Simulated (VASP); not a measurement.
Here is a VASP 6.6.1 calculation.

File INCAR:

```
PREC = Accurate
ENCUT = 520
EDIFF = 1E-7
ISMEAR = 0
SIGMA = 0.05
LREAL = F
LASPH = T
NELM = 60
ALGO = Normal
ISIF = 2
LWAVE = F
LCHARG = T
GGA = CA
LELF = T
LVHAR = T
NBANDS = 11
```

KPOINTS

```
regular mesh
0
Gamma
  12 12 12
```

The input POSCAR:

```
Si
1.0
    0.0000000000      2.7154700000      2.7833567500
    2.7154700000      0.0000000000      2.7833567500
    2.7154700000      2.7154700000      0.0000000000
Si
2
Direct
    0.5000000000      0.5000000000      0.5000000000
    0.7500000000      0.7500000000      0.7500000000
```

Potentials or basis: VASP PAW LDA potentials, release 64 (Si).

Launch:

```bash
$ cat potpaw_LDA.64/Si/POTCAR > POTCAR
$ mpirun -np 1 vasp_std > vasp.out
```

Predict the pressure.

-3.6 GPa.

What does it give for the band gap on the k mesh?

0.38 eV, indirect (least direct gap 2.38 eV).

Stress tensor (GPa, compression positive):
```
-2.76  0.00  0.00
 0.00 -2.76  0.00
 0.00  0.00 -5.23
```

Caveat: the cell differs from its parent crystal (strain +0.0250 x Voigt [0, 0, 1, 0, 0, 0]). A k mesh can miss the band edges.
